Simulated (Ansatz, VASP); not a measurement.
**Ge in VASP and in Ansatz**

```
CELL_PARAMETERS angstrom
5.07530 2.93023 1.79667
-5.07530 2.93023 1.79667
0.00000 -5.86045 1.79667
ATOMIC_POSITIONS crystal
Ge 0.71604 0.71604 0.71604
Ge 0.28396 0.28396 0.28396
Ge 0.02894 0.72536 0.53229
Ge 0.53229 0.02894 0.72536
Ge 0.72536 0.53229 0.02894
Ge 0.97106 0.27464 0.46771
Ge 0.46771 0.97106 0.27464
Ge 0.27464 0.46771 0.97106
```

Alike in both runs: task single point; functional LDA; k mesh 9 × 9 × 9; occupations gaussian, width 0.15 eV; no spin polarisation.

```csv
,VASP,Ansatz
version,VASP 6.6.1,Ansatz 0.2.0
potentials or method,"VASP PAW LDA potentials, release 64 (Ge_d), cutoff 520 eV","scalar-relativistic, plane waves, PAW"
valence electrons in the cell,112,112
```

Ansatz gave:

- gap on the k mesh at the Fermi level (eV): none
- pressure (GPa): 1.0
- traceless stress, the component that is largest in VASP (GPa): 10.30
- rms of the force components (eV/Å): 0.563

Task: Which values does VASP return?

Result: gap on the k mesh at the Fermi level (eV): none; pressure (GPa): 1.1; traceless stress, the component that is largest in VASP (GPa): 10.38; rms of the force components (eV/Å): 0.569.

Ansatz warns that its potentials were made for another functional, while VASP's fit it. LDA's correlation is that of Perdew and Zunger in VASP and of Perdew and Wang (1992) in Ansatz. Atom by atom the forces differ by 0.007 eV/Å (rms over components). A gap of «none» marks a metal or a gap that the smearing closes.
